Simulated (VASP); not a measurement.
Input of a VASP 6.6.1 run:

INCAR

```
PREC     = Accurate       # precision mode
ENCUT    = 400            # plane-wave cutoff, eV
EDIFF    = 1E-6           # SCF threshold, eV
ISMEAR   = 0              # smearing method
SIGMA    = 0.05           # smearing width, eV
LREAL    = F              # projectors in reciprocal space
LASPH    = T              # aspherical terms in the spheres
NELM     = 120            # most SCF steps
ALGO     = Normal         # electronic algorithm
ISIF     = 2              # what is computed and relaxed
LWAVE    = F              # write WAVECAR
LCHARG   = F              # write CHGCAR
LDIPOL   = T            
IDIPOL   = 3            
DIPOL    = 0.5 0.5 0.367
GGA      = PE             # functional
IVDW     = 12             # dispersion correction
NBANDS   = 38             # bands
GGA_COMPAT= F            
NELMDL   = -8
```

KPOINTS

```
Automatic mesh
0
Gamma
  9 9 1
```

The input POSCAR:

```
As
1.0
    3.5713375816      0.0000000000      0.0000000000
   -1.7856687908      3.0928690711      0.0000000000
    0.0000000000      0.0000000000     20.2952790253
As
4
Direct
    0.3333333333      0.6666666667      0.2905522668
    0.6666666667      0.3333333333      0.2217264416
    0.1666666667      1.6666666667      0.5130705709
    0.5000000000      1.3333333333      0.4442462673
```

Potentials or basis: VASP PAW PBE potentials, release 64 (As_d).

Run with:

```console
$ cat potpaw_PBE.64/As_d/POTCAR > POTCAR
$ mpirun -np 1 vasp_std > vasp.out
```

(1) What does it give for the band gap on the k mesh?

(2) What does it give for the dispersion energy per atom?

(3) Predict the largest force.

Answers

(1) 0.79 eV (least direct gap 1.47 eV).

(2) -0.279 eV.

(3) 0.050 eV/Å.

Caveat: the cell differs from its parent crystal (layers slid over each other, then relaxed in part).
